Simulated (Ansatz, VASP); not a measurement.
# NaCl: VASP beside Ansatz

The input INCAR:

```
SYSTEM = NaCl
PREC     = Accurate       ! precision mode
ENCUT    = 520            ! plane-wave cutoff, eV
EDIFF    = 1E-6           ! SCF threshold, eV
ISMEAR   = 0              ! smearing method
SIGMA    = 0.02           ! smearing width, eV
LREAL    = .False.        ! projectors in reciprocal space
LASPH    = .True.         ! aspherical terms in the spheres
NELM     = 60             ! most SCF steps
ALGO     = Normal         ! electronic algorithm
ISIF     = 2              ! what is computed and relaxed
LWAVE    = .False.        ! write WAVECAR
LCHARG   = .False.        ! write CHGCAR
GGA      = PS             ! functional
NBANDS   = 14             ! bands
```

The input KPOINTS:

```
regular mesh
0
Gamma
  6 6 6
  0 0 0
```

The input POSCAR:

```
NaCl
1.0
    3.3855320511      0.0000000000      0.0000000000
    0.0000000000      3.3855320511      0.0000000000
    0.0000000000      0.0000000000      3.3855320511
Na Cl
1 1
Direct
    0.0000000000      0.0000000000      0.0000000000
    0.5000000000      0.5000000000      0.5000000000
```

Input for Ansatz:

```yaml
crystal:
  lattice:
    - [3.3855320511, 0.0, 0.0]
    - [0.0, 3.3855320511, 0.0]
    - [0.0, 0.0, 3.3855320511]
  atoms:
    - { symbol: Na, position: [0.0, 0.0, 0.0] }
    - { symbol: Cl, position: [0.5, 0.5, 0.5] }
basis:
  ecutwfc: 420
kpoints:
  mp_grid: { grid: [6, 6, 6] }
hamiltonian:
  xc: pbesol
scf:
  occupations: { method: gaussian, width: 0.02 }
output:
  forces: true
  stress: true
  eigenvalues: true
```

Alike in both runs: task single point; functional PBEsol; k mesh 6 × 6 × 6; occupations gaussian, width 0.02 eV; no spin polarisation.

|  | VASP | Ansatz |
| --- | --- | --- |
| version | VASP 6.6.1 | Ansatz 0.2.0 |
| potentials or method | VASP PAW PBE potentials, release 64 (Na_pv, Cl), cutoff 520 eV | scalar-relativistic, plane waves, PAW |
| valence electrons in the cell | 14 | 16 |

VASP gave:

- gap on the k mesh at the Fermi level (eV): 4.18
- least direct gap on the mesh (eV): 4.77
- pressure (GPa): 1.8

Question: Estimate Ansatz's values.

Answer: gap on the k mesh at the Fermi level (eV): 4.19; least direct gap on the mesh (eV): 4.78; pressure (GPa): 1.8.

VASP's potentials were made for PBE, not for PBEsol. VASP's potentials hold 14 valence electrons a cell and Ansatz's 16, so a difference there can come from the potentials and not from the codes.
